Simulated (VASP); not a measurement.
# Ir (P6_3/mmc) in VASP: a series of runs

Ir is run at these levels: LDA; tasks: single point.

Everything below comes from runs of VASP 6.6.1. Logs are shortened: lines on timing, memory, paths and dates and some standing lists are left out, and cuts for length are marked.

## Step 1: The cell of the first run

It takes space group P6_3/mmc (No. 194, hexagonal). Conventional cell: a = 2.759 Å, b = 2.759 Å, c = 4.035 Å, α = 90.00°, β = 90.00°, γ = 120.00°. Ir (site symmetry -6m2) has 12 Ir at 2.57 to 2.76 Å within 3.4 Å.

This isn't the form of Ir at room conditions, which is fcc.

## Step 2: Single point, LDA

Contents of INCAR:

```
SYSTEM = Ir
ALGO = Normal ; EDIFF = 1E-7
ENCUT = 520 ; ISIF = 2
ISMEAR = 0 ; LASPH = .TRUE.
LCHARG = .TRUE. ; LELF = .TRUE.
LREAL = .FALSE. ; LVHAR = .TRUE.
LWAVE = .FALSE. ; NBANDS = 16
NELM = 80 ; PREC = Accurate
SIGMA = 0.15
```

Contents of KPOINTS:

```
k-points
0
G
  18 18 10
  0 0 0
```

Contents of POSCAR:

```
Ir
1.0
    2.7593000000      0.0000000000      0.0000000000
   -1.3796500000      2.3896238966      0.0000000000
    0.0000000000      0.0000000000      4.0353000000
Ir
2
Direct
    0.6666666667      0.3333333333      0.7500000000
    0.3333333333      0.6666666667      0.2500000000
```

Potentials or basis: VASP PAW LDA potentials, release 64 (Ir).

Command:

```
cat potpaw_LDA.64/Ir/POTCAR > POTCAR
mpirun -np 1 vasp_std > vasp.out
```

OUTCAR:

```text
SYSTEM = Ir
   EDIFF = 1E-7
   ENCUT = 520
   ISIF = 2
   ISMEAR = 0
   LASPH = .TRUE.
   LREAL = .FALSE.
   NELM = 80
   PREC = Accurate

 ion  position               nearest neighbor table
   1  0.667  0.333  0.750-   2 2.57   2 2.57   2 2.57   2 2.57   2 2.57   2 2.57
   2  0.333  0.667  0.250-   1 2.57   1 2.57   1 2.57   1 2.57   1 2.57   1 2.57

  LATTYP: Found a hexagonal cell.
 ALAT       =     2.7593000000
 C/A-ratio  =     1.4624361251

  Lattice vectors:

 A1 = (   2.7593000000,   0.0000000000,   0.0000000000)
 A2 = (  -1.3796500000,   2.3896238966,   0.0000000000)
 A3 = (   0.0000000000,   0.0000000000,   4.0353000000)

Analysis of symmetry for initial positions (statically):
=====================================================================
 Subroutine PRICEL returns:
 Original cell was already a primitive cell.

 Routine SETGRP: Setting up the symmetry group for a
 hexagonal supercell.

 Subroutine GETGRP returns: Found 24 space group operations
 (whereof 12 operations were pure point group operations)
 out of a pool of 24 trial point group operations.

The static configuration has the point symmetry D_3d.
 The point group associated with its full space group is D_6h.

Analysis of symmetry for dynamics (positions and initial velocities):
=====================================================================
 Subroutine PRICEL returns:
 Original cell was already a primitive cell.

 Routine SETGRP: Setting up the symmetry group for a
 hexagonal supercell.

 Subroutine GETGRP returns: Found 24 space group operations
 (whereof 12 operations were pure point group operations)
 out of a pool of 24 trial point group operations.

The dynamic configuration has the point symmetry D_3d.
 The point group associated with its full space group is D_6h.

 Subroutine INISYM returns: Found 24 space group operations
 (whereof 12 operations are pure point group operations),
 and found     1 'primitive' translations

----------------------------------------------------------------------------------------

                                     Primitive cell

  volume of cell :      26.6075

  direct lattice vectors                    reciprocal lattice vectors
     2.759300000  0.000000000  0.000000000     0.362410756  0.209237948  0.000000000
    -1.379650000  2.389623897  0.000000000     0.000000000  0.418475895  0.000000000
     0.000000000  0.000000000  4.035300000     0.000000000  0.000000000  0.247813050

  length of vectors
     2.759300000  2.759300000  4.035300000     0.418475895  0.418475895  0.247813050

  position of ions in fractional coordinates (direct lattice)
     0.666666667  0.333333333  0.750000000
     0.333333333  0.666666667  0.250000000

  ion indices of the primitive-cell ions
   primitive index   ion index
                 1           1
                 2           2

----------------------------------------------------------------------------------------

 KPOINTS: k-points

Automatic generation of k-mesh.
 Grid dimensions read from file:
 generate k-points for:   18   18   10

 Generating k-lattice:

  Cartesian coordinates                     Fractional coordinates (reciprocal lattice)
     0.020133931  0.011624330  0.000000000     0.055555556  0.000000000  0.000000000
     0.000000000  0.023248661  0.000000000     0.000000000  0.055555556  0.000000000
     0.000000000  0.000000000  0.024781305     0.000000000  0.000000000  0.100000000

  Length of vectors
     0.023248661  0.023248661  0.024781305

  Shift w.r.t. Gamma in fractional coordinates (k-lattice)
     0.000000000  0.000000000  0.000000000

 Subroutine IBZKPT returns following result:
 ===========================================

 Found    222 irreducible k-points:

 Following reciprocal coordinates:
            Coordinates               Weight
  0.000000  0.000000  0.000000      1.000000
  0.055556  0.000000  0.000000      6.000000
  0.111111  0.000000  0.000000      6.000000
  0.166667 -0.000000  0.000000      6.000000
  0.222222  0.000000  0.000000      6.000000
  0.277778  0.000000  0.000000      6.000000
[... 16 lines left out ...]
  0.333333  0.111111  0.000000     12.000000
  0.388889  0.111111  0.000000     12.000000
 [... further k-points ...]
   k-points           NKPTS =    222   k-points in BZ     NKDIM =    222   number of bands    NBANDS=     16
   number of dos      NEDOS =    301   number of ions     NIONS =      2
   total plane-waves  NPLWV =  17280
   dimension x,y,z NGX =    24 NGY =   24 NGZ =   30
   dimension x,y,z NGXF=    48 NGYF=   48 NGZF=   60
   ions per type =               2
   NGX,Y,Z   is equivalent  to a cutoff of  14.46, 14.46, 12.36 a.u.
   NGXF,Y,Z  is equivalent  to a cutoff of  28.92, 28.92, 24.72 a.u.
 SYSTEM =  Ir
   PREC   = accura    normal or accurate (medium, high low for compatibility)
   ISTART =      0    job   : 0-new  1-cont  2-samecut
   ICHARG =      2    charge: 1-file 2-atom 10-const
   ISPIN  =      1    spin polarized calculation?
   LNONCOLLINEAR =      F non collinear calculations
   LSORBIT =      F    spin-orbit coupling
   LASPH  =      T    aspherical Exc in radial PAW
   ENCUT  =  520.0 eV  38.22 Ry    6.18 a.u.   5.13  5.13  7.50*2*pi/ulx,y,z
   NELM   =     80;   NELMIN=  2; NELMDL= -5     # of ELM steps
   EDIFF  = 0.1E-06   stopping-criterion for ELM
   LREAL  =      F    real-space projection
   EDIFFG = 0.1E-05   stopping-criterion for IOM
   NSW    =      0    number of steps for IOM
   IBRION =     -1    ionic relax: 0-MD 1-quasi-New 2-CG
   NFREE  =      0    steps in history (QN), initial steepest desc. (CG)
   ISIF   =      2    stress and relaxation
   ISYM   =      2    0-nonsym 1-usesym 2-fastsym
   POTIM  = 0.5000    time-step for ionic-motion
   TEBEG  =    0.0;   TEEND  =   0.0 temperature during run
   PSTRESS=    0.0 pullay stress
   NELECT =      18.0000    total number of electrons
   NUPDOWN=      -1.0000    fix difference up-down
   EMIN   =  10.00;   EMAX   =-10.00  energy-range for DOS
   EFERMI =   0.00;   METHOD = LEGACY
   ISMEAR =     0;   SIGMA  =   0.15  broadening in eV -4-tet -1-fermi 0-gaus
   EFERMI_NEDOS =   21; number of points for ismear=-14 and -15
   IALGO  =     38    algorithm
   IMIX   =      4    mixing-type and parameters
     AMIX     =   0.40;   BMIX     =  1.00
     AMIX_MAG =   1.60;   BMIX_MAG =  1.00
  volume/ion in A,a.u.               =      13.30        89.78
  Fermi-wavevector in a.u.,A,eV,Ry     =   1.437135  2.715791 28.100888  2.065357
  Thomas-Fermi vector in A             =   2.556246
   LORBIT       =      0    0 simple, 1 ext, 2 COOP (PROOUT), +10 PAW based schemes
   GGA     = CA    functional components
   LHFCALC =     F    Hartree Fock is set to
   AEXX    =    0.0000 exact exchange contribution
   IVDW    =     0    specifies the selected vdW correction
   LEPSILON=     F    determine dielectric tensor
   LRPA    =     F    only Hartree local field effects (RPA)
 non-spin polarized calculation
 Gauss-broadening in eV      SIGMA  =   0.15
  energy-cutoff  :      520.00
  volume of cell :       26.61
 maximum number of plane-waves:       731
 NGX is ok and might be reduce to    24
   NGX = 11   NGY = 11   NGZ = 15

 number of electron      17.9999999 magnetization

 Free energy of the ion-electron system (eV)
  ---------------------------------------------------
  ext. energy  EPLUGINS =         0.00000000
  ---------------------------------------------------
  free energy    TOTEN  =       -20.13669805 eV

  energy without entropy =      -20.10645123  energy(sigma->0) =      -20.12157464

 E-fermi :  11.6335     XC(G=0): -14.4830

 val. band max:       11.6331599619   @ k =   0.3333   0.2222   0.4000
 cond. band min:      11.6344100308   @ k =   0.3333   0.1111   0.2000
 fundamental gap:      0.0012500689
 Fermi energy:        11.6334556420

 k-point     1 :       0.0000    0.0000    0.0000
  band No.  band energies     occupation
      1      -0.3405      2.00000
      2       2.7562      2.00000
      3       7.1821      2.00000
      4       7.1821      2.00000
      5       7.9680      2.00000
      6       7.9680      2.00000
[... 8 lines left out ...]
     15      29.4828      0.00000
     16      29.9278      0.00000

 k-point     2 :       0.0556    0.0000    0.0000
  band No.  band energies     occupation
      1      -0.2209      2.00000
      2       2.8492      2.00000
      3       6.9844      2.00000
      4       7.2818      2.00000
      5       7.8694      2.00000
      6       7.8865      2.00000
[... 8 lines left out ...]
     15      29.5988      0.00000
     16      30.0792      0.00000

 k-point     3 :       0.1111    0.0000    0.0000
  band No.  band energies     occupation
      1       0.1288      2.00000
      2       3.1078      2.00000
      3       6.5761      2.00000
      4       7.5334      2.00000
      5       7.5766      2.00000
      6       7.6684      2.00000
[... 8 lines left out ...]
     15      29.8844      0.00000
     16      30.2240      0.00000

 k-point     4 :       0.1667   -0.0000    0.0000
  band No.  band energies     occupation
      1       0.6792      2.00000
      2       3.4602      2.00000
      3       6.1623      2.00000
      4       6.9291      2.00000
      5       7.3707      2.00000
      6       7.8535      2.00000
[... 8 lines left out ...]
     15      29.1365      0.00000
     16      29.4307      0.00000
[... 324 lines left out ...]
 k-point    22 :       0.2778    0.1111    0.0000
  band No.  band energies     occupation
      1       3.0617      2.00000
      2       3.9615      2.00000
      3       4.7211      2.00000
      4       5.8099      2.00000
      5       6.4963      2.00000
      6       8.1800      2.00000
[... 8 lines left out ...]
     15      23.1801      0.00000
     16      26.9729      0.00000

 k-point    23 :       0.3333    0.1111    0.0000
  band No.  band energies     occupation
      1       3.4836      2.00000
      2       3.7615      2.00000
      3       4.3063      2.00000
      4       6.2968      2.00000
      5       6.3586      2.00000
      6       8.2348      2.00000
[... 8 lines left out ...]
     15      22.8975      0.00000
     16      26.4460      0.00000

 k-point    24 :       0.3889    0.1111    0.0000
  band No.  band energies     occupation
      1       3.5825      2.00000
      2       3.7143      2.00000
      3       4.0509      2.00000
      4       6.2751      2.00000
      5       6.7696      2.00000
      6       8.1521      2.00000
[... 8 lines left out ...]
     15      23.9085      0.00000
     16      25.7432      0.00000

 [... further k-points ...]
[... 5 lines left out ...]
  --------------------------------------------------------------------------------------
  -------------------------------------------------------------------------------------
  Total        2.4426553      2.4426553      9.5861452      0.0000000      0.0000000      0.0000000
  in kB      147.0850255    147.0850255    577.2318492      0.0000000      0.0000000      0.0000000
  external PRESSURE =     290.4673001 kB  Pullay stress =       0.0000000 kB

 VOLUME and BASIS-vectors are now :
 -----------------------------------------------------------------------------
  energy-cutoff  :      520.00
  volume of cell :       26.61
      direct lattice vectors                 reciprocal lattice vectors
     2.759300000  0.000000000  0.000000000     0.362410756  0.209237948  0.000000000
    -1.379650000  2.389623897  0.000000000     0.000000000  0.418475895  0.000000000
     0.000000000  0.000000000  4.035300000     0.000000000  0.000000000  0.247813050

 POSITION                                       TOTAL-FORCE (eV/Angst)
 -----------------------------------------------------------------------------------
      1.37965      0.79654      3.02648        -0.000000      0.000000      0.000000
     -0.00000      1.59308      1.00883         0.000000     -0.000000      0.000000
 -----------------------------------------------------------------------------------
    total drift:                               -0.000000      0.000000     -0.000000

  FREE ENERGIE OF THE ION-ELECTRON SYSTEM (eV)
  ---------------------------------------------------
  free  energy   TOTEN  =       -20.1366980546 eV

  energy  without entropy=      -20.1064512262  energy(sigma->0) =      -20.12157464
```

Run time: 28 s. Hardware: 1 thread of Intel Xeon 6975P-C (Granite Rapids), shared host; peak memory 0.2 GiB.

What came out:

- Free energy: -20.1367 eV
- Pressure: 29.0 GPa
- Band gap on the k mesh: zero (bands 9 and 10 overlap by 3.11 eV)

Caveat: the cell stands under pressure; spin-orbit coupling is left out, which moves the levels of the heavy elements.

## Step 3: Single point, LDA

This run uses another cell than the first one, of 13.35 Å³/atom.

Contents of INCAR:

```
PREC = Accurate ; ENCUT = 520
EDIFF = 1E-7 ; ISMEAR = 0
SIGMA = 0.15 ; LREAL = False
LASPH = True ; NELM = 80
ALGO = Fast ; ISIF = 2
LWAVE = False ; LCHARG = False
NBANDS = 16
```

Contents of KPOINTS:

```
regular mesh
0
Gamma
  18 18 10
```

Contents of POSCAR:

```
Ir
1.0
    2.6511000000      0.0000000000      0.0000000000
   -1.3255500000      2.2959199480      0.0000000000
    0.0000000000      0.0000000000      4.3862377060
Ir
2
Direct
    0.6666666667      0.3333333333      0.7500000000
    0.3333333333      0.6666666667      0.2500000000
```

Potentials or basis: VASP PAW LDA potentials, release 64 (Ir).

Command:

```
cat potpaw_LDA.64/Ir/POTCAR > POTCAR
mpirun -np 1 vasp_std > vasp.out
```

It took 53 s on 1 thread of Intel Xeon 6975P-C (Granite Rapids), shared host; peak memory 0.19 GiB.

Results (log left out):

* Free energy: -20.4186 eV
* Pressure: 21.2 GPa
* Band gap on the k mesh: zero (bands 9 and 10 overlap by 3.82 eV)

Stress tensor (GPa, compression positive):
```
24.39  0.00  0.00
 0.00 24.39  0.00
 0.00  0.00 14.82
```

Levels at points of the mesh, in eV from the Fermi level:
| k point | band 7 | band 8 | band 9 | band 10 | band 11 | band 12 |
| --- | --- | --- | --- | --- | --- | --- |
| (0.00, 0.00, 0.00) | -3.54 | -2.42 | -2.42 | -1.12 | 0.34 | 0.34 |
| (0.50, 0.00, 0.00) | -3.39 | 0.98 | 1.02 | 1.39 | 3.30 | 4.87 |
| (0.00, 0.00, 0.50) | -4.30 | -4.30 | -0.49 | -0.49 | -0.49 | -0.49 |
| (0.50, 0.00, 0.50) | -1.05 | -1.05 | 1.22 | 1.22 | 2.19 | 2.19 |

Caveat: the cell stands under pressure; spin-orbit coupling is left out, which moves the levels of the heavy elements.

(Continued in part 2 of 2.)
